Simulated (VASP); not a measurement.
# Cr (Fm-3m) in VASP: relaxation of cell and atoms with revPBE

Aim: the relaxation of cell and atoms of Cr with revPBE.

Program: VASP 6.6.1. These are calculated values, not measurements. Logs are shortened: lines on timing, memory, paths and dates and some standing lists are left out, and cuts for length are marked.

**1. The cell of the first run**

The structure is cubic, space group Fm-3m (No. 225). The conventional cell has a = 3.633 Å, b = 3.633 Å, c = 3.633 Å, α = 90.00°, β = 90.00°, γ = 90.00°. Cr (site symmetry m-3m) has 12 Cr at 2.57 Å within 3.4 Å.

This isn't the form of Cr at room conditions, which is bcc.

**2. Relaxation of cell and atoms, revPBE, collinear spin, antiferromagnetic start**

INCAR reads:

```
SYSTEM = Cr
ALGO = Normal
EDIFF = 1E-7
EDIFFG = -0.01
ENCUT = 500
GGA = RE
GGA_COMPAT = .FALSE.
IBRION = 2
ISIF = 3
ISMEAR = -1
ISPIN = 2
LASPH = .TRUE.
LCHARG = .FALSE.
LMAXMIX = 4
LORBIT = 11
LREAL = .FALSE.
LWAVE = .FALSE.
MAGMOM = 1.5 -1.5
NELM = 200
NELMIN = 4
NSW = 80
PREC = Accurate
SIGMA = 0.05
```

KPOINTS reads:

```
k-points
0
G
  12 12 9
  0 0 0
```

POSCAR reads:

```
Cr
1.0
    2.5692628132      0.0000000000      0.0000000000
    0.0000000000      2.5692628132      0.0000000000
    0.0000000000      0.0000000000      3.6334863158
Cr
2
Direct
    0.0000000000      0.0000000000      0.0000000000
    0.5000000000      0.5000000000      0.5000000000
```

Potentials or basis: VASP PAW PBE potentials, release 64 (Cr_pv).

On the command line:

```bash
cat potpaw_PBE.64/Cr_pv/POTCAR > POTCAR
mpirun -np 1 vasp_std > vasp.out
```

OUTCAR:

```text
SYSTEM = Cr
   EDIFF = 1E-7
   EDIFFG = -0.01
   ENCUT = 500
   GGA = RE
   IBRION = 2
   ISIF = 3
   ISMEAR = -1
   ISPIN = 2
   LASPH = .TRUE.
   LORBIT = 11
   LREAL = .FALSE.
   NELM = 200
   NELMIN = 4
   NSW = 80
   PREC = Accurate

 ion  position               nearest neighbor table
   1  0.000  0.000  0.000-   2 2.57   2 2.57   2 2.57   2 2.57   2 2.57   2 2.57   2 2.57   2 2.57

   2  0.500  0.500  0.500-   1 2.57   1 2.57   1 2.57   1 2.57   1 2.57   1 2.57   1 2.57   1 2.57

  LATTYP: Found a simple tetragonal cell.
 ALAT       =     2.5692628132
 C/A-ratio  =     1.4142135624

  Lattice vectors:

 A1 = (   2.5692628132,   0.0000000000,   0.0000000000)
 A2 = (   0.0000000000,   2.5692628132,   0.0000000000)
 A3 = (   0.0000000000,   0.0000000000,   3.6334863158)

Analysis of symmetry for initial positions (statically):
=====================================================================
 Subroutine PRICEL returns following result:

  LATTYP: Found a face centered cubic cell.
 ALAT       =     3.6334863158
[... 12 lines left out ...]
 Subroutine GETGRP returns: Found 16 space group operations
 (whereof 16 operations were pure point group operations)
 out of a pool of 16 trial point group operations.

The static configuration has the point symmetry D_4h.

Analysis of symmetry for dynamics (positions and initial velocities):
=====================================================================
 Subroutine PRICEL returns following result:

  LATTYP: Found a face centered cubic cell.
 ALAT       =     3.6334863158
[... 12 lines left out ...]
 Subroutine GETGRP returns: Found 16 space group operations
 (whereof 16 operations were pure point group operations)
 out of a pool of 16 trial point group operations.

The dynamic configuration has the point symmetry D_4h.

Analysis of structural, dynamic, and magnetic symmetry:
=====================================================================
 Subroutine PRICEL returns following result:

  LATTYP: Found a face centered cubic cell.
 ALAT       =     3.6334863158
[... 12 lines left out ...]
 Subroutine GETGRP returns: Found 16 space group operations
 (whereof 16 operations were pure point group operations)
 out of a pool of 16 trial point group operations.

The overall configuration has the point symmetry D_4h.

 Subroutine INISYM returns: Found 16 space group operations
 (whereof 16 operations are pure point group operations),
 and found     2 'primitive' translations

----------------------------------------------------------------------------------------

                                     Primitive cell

  volume of cell :      11.9925

  direct lattice vectors                    reciprocal lattice vectors
    -1.284631407 -1.284631407 -1.816743158    -0.389216702  0.000000000 -0.275217770
     1.284631407 -1.284631407 -1.816743158     0.389216702  0.000000000 -0.275217770
     0.000000000 -2.569262813 -0.000000000    -0.000000000 -0.389216702  0.275217770

  length of vectors
     2.569262813  2.569262813  2.569262813     0.476691160  0.476691160  0.476691160

  position of ions in fractional coordinates (direct lattice)
     0.000000000  0.000000000  0.000000000

  ion indices of the primitive-cell ions
   primitive index   ion index
                 1           1

----------------------------------------------------------------------------------------

 KPOINTS: k-points

Automatic generation of k-mesh.
 Grid dimensions read from file:
 generate k-points for:   12   12    9

 Generating k-lattice:

  Cartesian coordinates                     Fractional coordinates (reciprocal lattice)
     0.032434725  0.000000000  0.000000000     0.083333333  0.000000000  0.000000000
     0.000000000  0.032434725  0.000000000     0.000000000  0.083333333  0.000000000
     0.000000000  0.000000000  0.030579752     0.000000000  0.000000000  0.111111111

  Length of vectors
     0.032434725  0.032434725  0.030579752

  Shift w.r.t. Gamma in fractional coordinates (k-lattice)
     0.000000000  0.000000000  0.000000000

 Subroutine IBZKPT returns following result:
 ===========================================

 Found    140 irreducible k-points:

 Following reciprocal coordinates:
            Coordinates               Weight
  0.000000  0.000000  0.000000      1.000000
  0.083333  0.000000  0.000000      4.000000
  0.166667  0.000000  0.000000      4.000000
  0.250000  0.000000  0.000000      4.000000
  0.333333  0.000000  0.000000      4.000000
  0.416667  0.000000  0.000000      4.000000
[... 16 lines left out ...]
  0.333333  0.333333  0.000000      4.000000
  0.416667  0.333333  0.000000      8.000000
 [... further k-points ...]
   k-points           NKPTS =    140   k-points in BZ     NKDIM =    140   number of bands    NBANDS=     16
   number of dos      NEDOS =    301   number of ions     NIONS =      2
   total plane-waves  NPLWV =  11200
   dimension x,y,z NGX =    20 NGY =   20 NGZ =   28
   dimension x,y,z NGXF=    40 NGYF=   40 NGZF=   56
   ions per type =               2
   NGX,Y,Z   is equivalent  to a cutoff of  12.94, 12.94, 12.81 a.u.
   NGXF,Y,Z  is equivalent  to a cutoff of  25.88, 25.88, 25.62 a.u.
 SYSTEM =  Cr
   PREC   = accura    normal or accurate (medium, high low for compatibility)
   ISTART =      0    job   : 0-new  1-cont  2-samecut
   ICHARG =      2    charge: 1-file 2-atom 10-const
   ISPIN  =      2    spin polarized calculation?
   LNONCOLLINEAR =      F non collinear calculations
   LSORBIT =      F    spin-orbit coupling
   LASPH  =      T    aspherical Exc in radial PAW
   ENCUT  =  500.0 eV  36.75 Ry    6.06 a.u.   4.68  4.68  6.62*2*pi/ulx,y,z
   NELM   =    200;   NELMIN=  4; NELMDL= -5     # of ELM steps
   EDIFF  = 0.1E-06   stopping-criterion for ELM
   LREAL  =      F    real-space projection
   EDIFFG = -.1E-01   stopping-criterion for IOM
   NSW    =     80    number of steps for IOM
   IBRION =      2    ionic relax: 0-MD 1-quasi-New 2-CG
   NFREE  =      1    steps in history (QN), initial steepest desc. (CG)
   ISIF   =      3    stress and relaxation
   ISYM   =      2    0-nonsym 1-usesym 2-fastsym
   POTIM  = 0.5000    time-step for ionic-motion
   TEBEG  =    0.0;   TEEND  =   0.0 temperature during run
   PSTRESS=    0.0 pullay stress
   NELECT =      24.0000    total number of electrons
   NUPDOWN=      -1.0000    fix difference up-down
   EMIN   =  10.00;   EMAX   =-10.00  energy-range for DOS
   EFERMI =   0.00;   METHOD = LEGACY
   ISMEAR =    -1;   SIGMA  =   0.05  broadening in eV -4-tet -1-fermi 0-gaus
   EFERMI_NEDOS =   21; number of points for ismear=-14 and -15
   IALGO  =     38    algorithm
   IMIX   =      4    mixing-type and parameters
     AMIX     =   0.40;   BMIX     =  1.00
     AMIX_MAG =   1.60;   BMIX_MAG =  1.00
  volume/ion in A,a.u.               =      11.99        80.93
  Fermi-wavevector in a.u.,A,eV,Ry     =   1.637439  3.094310 36.480015  2.681205
  Thomas-Fermi vector in A             =   2.728578
   LORBIT       =     11    0 simple, 1 ext, 2 COOP (PROOUT), +10 PAW based schemes
   GGA     = RE    functional components
   LHFCALC =     F    Hartree Fock is set to
   AEXX    =    0.0000 exact exchange contribution
   IVDW    =     0    specifies the selected vdW correction
   LEPSILON=     F    determine dielectric tensor
   LRPA    =     F    only Hartree local field effects (RPA)
 conjugate gradient relaxation of ions
 spin polarized calculation
  energy-cutoff  :      500.00
  volume of cell :       23.99
 maximum number of plane-waves:       629
 NGX is ok and might be reduce to    20
   NGX =  9   NGY =  9   NGZ = 13

--------------------------------------- Ionic step        1  -------------------------------------------

 number of electron      23.9999988 magnetization       0.0000000

 number of electron      23.9999988 magnetization      -0.0000000

 Free energy of the ion-electron system (eV)
  ---------------------------------------------------
  ext. energy  EPLUGINS =         0.00000000
  ---------------------------------------------------
  free energy    TOTEN  =       -17.44350575 eV

  energy without entropy =      -17.41228333  energy(sigma->0) =      -17.42789454

------------------------ aborting loop because EDIFF is reached ----------------------------------------

  FORCE on cell =-STRESS in cart. coord.  units (eV):
  Direction    XX          YY          ZZ          XY          YZ          ZX
  --------------------------------------------------------------------------------------
  -------------------------------------------------------------------------------------
  Total        0.1415598      0.1415598      0.1136650      0.0000000      0.0000000     -0.0000000
  in kB        9.4560546      9.4560546      7.5927109      0.0000000      0.0000000     -0.0000000
  external PRESSURE =       8.8349400 kB  Pullay stress =       0.0000000 kB
[... 93 lines left out ...]
  FREE ENERGIE OF THE ION-ELECTRON SYSTEM (eV)
  ---------------------------------------------------
  free  energy   TOTEN  =       -17.4437605776 eV

  energy  without entropy=      -17.4123934047  energy(sigma->0) =      -17.42807699

[... ionic steps 4 to 19 ...]

--------------------------------------- Ionic step       20  -------------------------------------------

 number of electron      24.0000008 magnetization      -0.0000000

 number of electron      24.0000008 magnetization       0.0000000
[... 73 lines left out ...]
 number of electron      24.0000006 magnetization      -0.0000000

 number of electron      24.0000006 magnetization       0.0000000

 Free energy of the ion-electron system (eV)
  ---------------------------------------------------
  ext. energy  EPLUGINS =         0.00000000
  ---------------------------------------------------
  free energy    TOTEN  =       -18.19293797 eV

  energy without entropy =      -18.18159418  energy(sigma->0) =      -18.18726607

 E-fermi :  10.9299     XC(G=0): -13.5340

 val. band max:       10.9174618359   @ k =   0.4167   0.0000   0.0000
 cond. band min:      10.9509406243   @ k =   0.1667   0.1667   0.1111
 fundamental gap:      0.0334787884
 Fermi energy:        10.9298934758

 spin component 1

 k-point     1 :       0.0000    0.0000    0.0000
  band No.  band energies     occupation
      1     -32.4808      1.00000
      2     -32.4759      1.00000
      3     -32.4759      1.00000
      4     -31.8696      1.00000
      5     -31.8681      1.00000
      6     -31.8681      1.00000
[... 435 lines left out ...]
      5     -31.9654      1.00000
      6     -31.8851      1.00000
[... 8 lines left out ...]
     15      12.5229      0.00000
     16      13.0365      0.00000

 [... further k-points ...]

 spin component 2

 k-point     1 :       0.0000    0.0000    0.0000
  band No.  band energies     occupation
      1     -32.4808      1.00000
      2     -32.4759      1.00000
      3     -32.4759      1.00000
      4     -31.8696      1.00000
      5     -31.8681      1.00000
      6     -31.8681      1.00000
[... 476 lines left out ...]
  FREE ENERGIE OF THE ION-ELECTRON SYSTEM (eV)
  ---------------------------------------------------
  free  energy   TOTEN  =       -18.1929379712 eV

  energy  without entropy=      -18.1815941773  energy(sigma->0) =      -18.18726607

 reached required accuracy - stopping structural energy minimisation

 total charge

# of ion       s       p       d       tot
------------------------------------------
    1        0.448   6.400   4.196  11.044
    2        0.448   6.400   4.196  11.044
--------------------------------------------------
tot          0.896  12.800   8.392  22.087

 magnetization (x)

# of ion       s       p       d       tot
------------------------------------------
    1        0.000   0.000   0.001   0.001
    2       -0.000  -0.000  -0.001  -0.001
--------------------------------------------------
tot          0.000   0.000   0.000   0.000
```

Run time: 8.4 min. Hardware: 1 thread of Intel Xeon 6975P-C (Granite Rapids), shared host; peak memory 0.22 GiB.

Results:

```yaml
Free_energy: -18.1929 eV
Relaxed_volume: 11.66 Å³/atom
Relaxed_cell: a = 2.855 Å, b = 2.855 Å, c = 2.861 Å, α = 90.00°, β = 90.00°, γ = 90.00°
Space_group_after_relaxing_to_0.1_Å: Im-3m (No. 229)
Energy_gained_by_relaxing: 374.7 meV/atom
Ionic_steps: 22
Pressure_after_relaxing: 0.0 GPa
Band_gap_on_the_k_mesh: zero (filled and empty bands overlap)
Net_moment: 0.00 μB per cell
Valence_electrons_inside_the_program's_atomic_spheres: Cr 11.04
```

The path:
```csv
step,energy change (eV),largest force (eV/Å),pressure (GPa),volume (Å³)
1,0.0000,0.0000,0.88,23.99
2,0.0003,0.0000,-1.31,24.22
3,-0.0003,0.0000,-0.06,24.08
4,-0.0003,0.0000,0.05,24.07
5,-0.0003,0.0000,0.04,24.08
6,-0.0003,0.0000,0.00,24.08
7,-0.0005,0.0000,-0.05,24.08
8,-0.0016,0.0000,-0.15,24.09
9,-0.0060,0.0000,-0.36,24.11
10,-0.0245,0.0000,-0.83,24.15
11,-0.0948,0.0000,-1.89,24.19
12,-0.3342,0.0000,-4.15,24.20
13,-0.7403,0.0000,-5.38,23.85
14,-0.7382,0.0000,-5.58,23.88
15,-0.7399,0.0000,-5.13,23.83
16,-0.7441,0.0000,-3.82,23.69
17,-0.7486,0.0000,-0.94,23.41
18,-0.7490,0.0000,0.17,23.31
19,-0.7491,0.0000,0.18,23.31
20,-0.7493,0.0000,0.11,23.32
21,-0.7494,0.0000,-0.04,23.33
22,-0.7494,0.0000,0.01,23.32
```

Final structure:
```cif
data_structure
_symmetry_space_group_name_H-M 'P 1'
_symmetry_Int_Tables_number 1
_cell_length_a 2.8549
_cell_length_b 2.8549
_cell_length_c 2.8615
_cell_angle_alpha 90.000
_cell_angle_beta 90.000
_cell_angle_gamma 90.000
_cell_volume 23.32
loop_
_atom_site_label
_atom_site_type_symbol
_atom_site_fract_x
_atom_site_fract_y
_atom_site_fract_z
_atom_site_occupancy
Cr1 Cr 0.00000 0.00000 0.00000 1
Cr2 Cr 0.50000 0.50000 0.50000 1
```

Caveat: a cell axis changed by over 15 % at a fixed basis, so the end point is rough; the PAW data sets were made with another functional, which shifts forces and pressure a little.
